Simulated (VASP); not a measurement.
# HfTe6Mo (R-3m) in VASP: single point with PBE

Aim: the single point of HfTe6Mo with PBE.

Program: VASP 6.6.1. These are calculated values, not measurements. Logs are shortened: lines on timing, memory, paths and dates and some standing lists are left out, and cuts for length are marked.

## (1) The cell of the first run

It takes space group R-3m (No. 166, trigonal). Conventional cell: a = 8.573 Å, b = 8.573 Å, c = 10.555 Å, α = 90.00°, β = 90.00°, γ = 120.00°. Hf (site symmetry -3m) has 6 Te at 3.04 Å within 4.0 Å. Te (site symmetry 2/m) has 4 Te at 3.04 Å and 2 Mo at 3.04 Å within 4.0 Å. Within 4.0 Å of Te (site symmetry 2/m) lie 4 Te at 3.04 Å and 2 Hf at 3.04 Å. Within 4.0 Å of Mo (site symmetry -3m) lie 6 Te at 3.04 Å.

The cell was generated, and may not be a known phase.

## (2) Single point, PBE

Contents of INCAR:

```
SYSTEM = HfTe6Mo
  PREC = Accurate
  ENCUT = 500
  EDIFF = 1E-6
  ISMEAR = 0
  SIGMA = 0.2
  LREAL = .False.
  LASPH = .True.
  NELM = 120
  ALGO = Normal
  ISIF = 2
  LWAVE = .False.
  LCHARG = .False.
  GGA = PE
  NBANDS = 40
  GGA_COMPAT = .False.
```

Contents of KPOINTS:

```
regular mesh
0
Gamma
  3 3 3
  0 0 0
```

Contents of POSCAR:

```
HfTe6Mo
1.0
    4.2864671521      2.4747929641      3.5184635744
   -4.2864671521      2.4747929641      3.5184635744
    0.0000000000     -4.9495859283      3.5184635744
Hf Te Mo
1 6 1
Direct
    0.5000000000      0.5000000000      0.5000000000
    0.0000000000      0.0000000000      0.5000000000
    0.5000000000      0.0000000000      0.0000000000
    0.0000000000      0.5000000000      0.0000000000
    0.5000000000      0.5000000000      0.0000000000
    0.0000000000      0.5000000000      0.5000000000
    0.5000000000      0.0000000000      0.5000000000
    0.0000000000      0.0000000000      0.0000000000
```

Potentials or basis: VASP PAW PBE potentials, release 64 (Hf_pv, Te, Mo_sv).

The run is started by

```sh
$ cat potpaw_PBE.64/Hf_pv/POTCAR potpaw_PBE.64/Te/POTCAR potpaw_PBE.64/Mo_sv/POTCAR > POTCAR
$ mpirun -np 1 vasp_std > vasp.out
```

OUTCAR:

```text
SYSTEM = HfTe6Mo
   PREC = Accurate
   ENCUT = 500
   EDIFF = 1E-6
   ISMEAR = 0
   LREAL = .False.
   LASPH = .True.
   NELM = 120
   ISIF = 2
   GGA = PE

 ion  position               nearest neighbor table
   1  0.500  0.500  0.500-   6 3.04   7 3.04   7 3.04   6 3.04   5 3.04   5 3.04
   2  0.000  0.000  0.500-   6 3.04   7 3.04   6 3.04   7 3.04   8 3.04   8 3.04
   3  0.500  0.000  0.000-   5 3.04   8 3.04   5 3.04   8 3.04   7 3.04   7 3.04
   4  0.000  0.500  0.000-   5 3.04   8 3.04   8 3.04   5 3.04   6 3.04   6 3.04
   5  0.500  0.500  0.000-   3 3.04   4 3.04   3 3.04   4 3.04   1 3.04   1 3.04
   6  0.000  0.500  0.500-   1 3.04   2 3.04   2 3.04   1 3.04   4 3.04   4 3.04
   7  0.500  0.000  0.500-   1 3.04   2 3.04   1 3.04   2 3.04   3 3.04   3 3.04
   8  0.000  0.000  0.000-   3 3.04   4 3.04   4 3.04   3 3.04   2 3.04   2 3.04

  LATTYP: Found a trigonal (rhomboedric) cell.
 ALAT       =     6.0727248238
 COS(alpha) =     0.0035355914

  Lattice vectors:

 A1 = (   4.2864671521,   2.4747929641,   3.5184635744)
 A2 = (  -4.2864671521,   2.4747929641,   3.5184635744)
 A3 = (   0.0000000000,  -4.9495859283,   3.5184635744)

Analysis of symmetry for initial positions (statically):
=====================================================================
 Subroutine PRICEL returns:
 Original cell was already a primitive cell.

 Routine SETGRP: Setting up the symmetry group for a
 trigonal (rhombohedral) supercell.

 Subroutine GETGRP returns: Found 12 space group operations
 (whereof 12 operations were pure point group operations)
 out of a pool of 12 trial point group operations.

The static configuration has the point symmetry D_3d.

Analysis of symmetry for dynamics (positions and initial velocities):
=====================================================================
 Subroutine PRICEL returns:
 Original cell was already a primitive cell.

 Routine SETGRP: Setting up the symmetry group for a
 trigonal (rhombohedral) supercell.

 Subroutine GETGRP returns: Found 12 space group operations
 (whereof 12 operations were pure point group operations)
 out of a pool of 12 trial point group operations.

The dynamic configuration has the point symmetry D_3d.

 Subroutine INISYM returns: Found 12 space group operations
 (whereof 12 operations are pure point group operations),
 and found     1 'primitive' translations

----------------------------------------------------------------------------------------

                                     Primitive cell

  volume of cell :     223.9457
[... 89 lines left out ...]
   ISYM   =      2    0-nonsym 1-usesym 2-fastsym
   POTIM  = 0.5000    time-step for ionic-motion
   TEBEG  =    0.0;   TEEND  =   0.0 temperature during run
   PSTRESS=    0.0 pullay stress
   NELECT =      60.0000    total number of electrons
   NUPDOWN=      -1.0000    fix difference up-down
   EMIN   =  10.00;   EMAX   =-10.00  energy-range for DOS
   EFERMI =   0.00;   METHOD = LEGACY
   ISMEAR =     0;   SIGMA  =   0.20  broadening in eV -4-tet -1-fermi 0-gaus
   EFERMI_NEDOS =   21; number of points for ismear=-14 and -15
   IALGO  =     38    algorithm
   IMIX   =      4    mixing-type and parameters
     AMIX     =   0.40;   BMIX     =  1.00
     AMIX_MAG =   1.60;   BMIX_MAG =  1.00
  volume/ion in A,a.u.               =      27.99       188.91
  Fermi-wavevector in a.u.,A,eV,Ry     =   1.055385  1.994389 15.154686  1.113838
  Thomas-Fermi vector in A             =   2.190581
   LORBIT       =      0    0 simple, 1 ext, 2 COOP (PROOUT), +10 PAW based schemes
   GGA     = PE    functional components
   LHFCALC =     F    Hartree Fock is set to
   AEXX    =    0.0000 exact exchange contribution
   IVDW    =     0    specifies the selected vdW correction
   LEPSILON=     F    determine dielectric tensor
   LRPA    =     F    only Hartree local field effects (RPA)
 non-spin polarized calculation
 Gauss-broadening in eV      SIGMA  =   0.20
  energy-cutoff  :      500.00
  volume of cell :      223.95
 maximum number of plane-waves:      5713
 NGX is ok and might be reduce to    48
   NGX = 23   NGY = 23   NGZ = 23

 number of electron      60.0000011 magnetization

 Free energy of the ion-electron system (eV)
  ---------------------------------------------------
  ext. energy  EPLUGINS =         0.00000000
  ---------------------------------------------------
  free energy    TOTEN  =       -35.66297251 eV

  energy without entropy =      -35.41028867  energy(sigma->0) =      -35.53663059

 E-fermi :   7.5180     XC(G=0): -10.0310

 val. band max:        7.5146659526   @ k =   0.3333  -0.0000   0.0000
 cond. band min:       7.5192120794   @ k =   0.0000   0.0000   0.0000
 fundamental gap:      0.0045461268
 Fermi energy:         7.5180367008

 k-point     1 :       0.0000    0.0000    0.0000
  band No.  band energies     occupation
      1     -53.2234      2.00000
      2     -27.3042      2.00000
      3     -27.3020      2.00000
      4     -27.3020      2.00000
      5     -24.7379      2.00000
      6     -24.7379      2.00000
[... 247 lines left out ...]
     39       9.4646      0.00000
     40      10.2631      0.00000

------------------------ aborting loop because EDIFF is reached ----------------------------------------

  FORCE on cell =-STRESS in cart. coord.  units (eV):
  Direction    XX          YY          ZZ          XY          YZ          ZX
  --------------------------------------------------------------------------------------
  -------------------------------------------------------------------------------------
  Total       -0.6550914     -0.6550914     -0.6910192      0.0000000      0.0000000      0.0000000
  in kB       -4.6867284     -4.6867284     -4.9437674      0.0000000      0.0000000      0.0000000
  external PRESSURE =      -4.7724081 kB  Pullay stress =       0.0000000 kB

 VOLUME and BASIS-vectors are now :
 -----------------------------------------------------------------------------
  energy-cutoff  :      500.00
  volume of cell :      223.95
      direct lattice vectors                 reciprocal lattice vectors
     4.286467152  2.474792964  3.518463574     0.116646176  0.067345701  0.094738322
    -4.286467152  2.474792964  3.518463574    -0.116646176  0.067345701  0.094738322
     0.000000000 -4.949585928  3.518463574     0.000000000 -0.134691402  0.094738322

 POSITION                                       TOTAL-FORCE (eV/Angst)
 -----------------------------------------------------------------------------------
      0.00000     -0.00000      5.27770        -0.000000     -0.000000      0.000000
      0.00000     -2.47479      1.75923         0.000000      0.000000      0.000000
      2.14323      1.23740      1.75923        -0.000000      0.000000      0.000000
     -2.14323      1.23740      1.75923        -0.000000      0.000000      0.000000
      0.00000      2.47479      3.51846         0.000000      0.000000      0.000000
     -2.14323     -1.23740      3.51846         0.000000     -0.000000     -0.000000
      2.14323     -1.23740      3.51846         0.000000      0.000000     -0.000000
      0.00000      0.00000      0.00000         0.000000      0.000000      0.000000
 -----------------------------------------------------------------------------------
    total drift:                                0.000000     -0.000000      0.000000

  FREE ENERGIE OF THE ION-ELECTRON SYSTEM (eV)
  ---------------------------------------------------
  free  energy   TOTEN  =       -35.6629725080 eV

  energy  without entropy=      -35.4102886734  energy(sigma->0) =      -35.53663059
```

OSZICAR:

```text
N       E                     dE             d eps       ncg     rms          rms(c)
DAV:   1     0.345052996592E+03    0.34505E+03   -0.25542E+04   512   0.126E+03
DAV:   2    -0.114150667146E+02   -0.35647E+03   -0.34602E+03   576   0.272E+02
DAV:   3    -0.365984304914E+02   -0.25183E+02   -0.23958E+02   624   0.591E+01
DAV:   4    -0.373406344867E+02   -0.74220E+00   -0.73422E+00   608   0.104E+01
DAV:   5    -0.373596805802E+02   -0.19046E-01   -0.19034E-01   640   0.180E+00    0.321E+01
DAV:   6    -0.384522760021E+02   -0.10926E+01   -0.25909E+01   528   0.110E+01    0.232E+01
DAV:   7    -0.396612946366E+02   -0.12090E+01   -0.52875E+01   560   0.143E+01    0.252E+01
DAV:   8    -0.364194535774E+02    0.32418E+01   -0.15908E+01   544   0.723E+00    0.139E+01
DAV:   9    -0.356659315208E+02    0.75352E+00   -0.27369E+00   592   0.456E+00    0.336E+00
DAV:  10    -0.356632956103E+02    0.26359E-02   -0.90161E-02   560   0.108E+00    0.143E+00
DAV:  11    -0.356633323331E+02   -0.36723E-04   -0.87880E-03   640   0.368E-01    0.542E-01
DAV:  12    -0.356635626368E+02   -0.23030E-03   -0.52482E-03   600   0.240E-01    0.274E-01
DAV:  13    -0.356631780030E+02    0.38463E-03   -0.23451E-03   608   0.153E-01    0.156E-01
DAV:  14    -0.356629748918E+02    0.20311E-03   -0.25136E-04   592   0.556E-02    0.477E-02
DAV:  15    -0.356629750330E+02   -0.14118E-06   -0.47391E-05   608   0.215E-02    0.207E-02
DAV:  16    -0.356629732676E+02    0.17653E-05   -0.33787E-06   512   0.751E-03    0.157E-02
DAV:  17    -0.356629725080E+02    0.75959E-06   -0.12730E-06   424   0.409E-03
   1 F= -.35662973E+02 E0= -.35536631E+02  d E =-.252684E+00
```

stdout:

```text
POSCAR found type information on POSCAR HfTeMo
 POSCAR found :  3 types and       8 ions
 scaLAPACK will be used
 LDA part: xc-table for (Slater+PW92), standard interpolation
 POSCAR, INCAR and KPOINTS ok, starting setup
 FFT: planning ... GRIDC
 FFT: planning ... GRID_SOFT
 FFT: planning ... GRID
 WAVECAR not read
 entering main loop
```

Wall time 2.4 min (1 thread of Intel Xeon 8259CL, shared host); peak memory 0.34 GiB.

Results:

- Free energy: -35.6630 eV
- Pressure: -0.5 GPa
- Band gap on the k mesh: zero (bands 30 and 31 overlap by 0.17 eV)

Caveat: spin-orbit coupling is left out, which moves the levels of the heavy elements.
